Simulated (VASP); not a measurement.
SnO2, 6 atoms in the cell. The structure is tetragonal, space group P4_2/mnm (No. 136). The conventional cell has a = 5.117 Å, b = 5.117 Å, c = 3.238 Å, α = 90.00°, β = 90.00°, γ = 90.00°. Within 2.8 Å of Sn (site symmetry mmm) lie 6 O at 2.14 to 2.22 Å. O (site symmetry m2m) has 3 Sn at 2.14 to 2.22 Å and 1 O at 2.80 Å within 2.8 Å.  This cell differs from its parent crystal: strain +0.0600 x Voigt [1, 1, 0, 0, 0, 0].

* Program: VASP 6.6.1
* Task: single point
* Functional: PBE
* Potentials or basis: VASP PAW PBE potentials, release 64 (Sn_d, O)
* Cutoff: 520 eV
* k mesh: 6 × 6 × 8
* Occupations: gaussian, width 0.05 eV
* Spin: no spin polarisation
* Dipole correction: no
* Further INCAR settings: ALGO = Normal; EDIFF = 1e-06; NBANDS = 35

Potentials or basis: VASP PAW PBE potentials, release 64 (Sn_d, O).

Run with:

```console
$ cat potpaw_PBE.64/Sn_d/POTCAR potpaw_PBE.64/O/POTCAR > POTCAR
$ mpirun -np 1 vasp_std > vasp.out
```

Hardware: 1 thread of AMD EPYC 7R13, with other jobs on the host.

Q: Estimate the wall time of this run.

A: Run time: 4 min on 1 thread of AMD EPYC 7R13 (shared host), peak memory 0.22 GiB. Counts: scf iterations 14, k points 50.
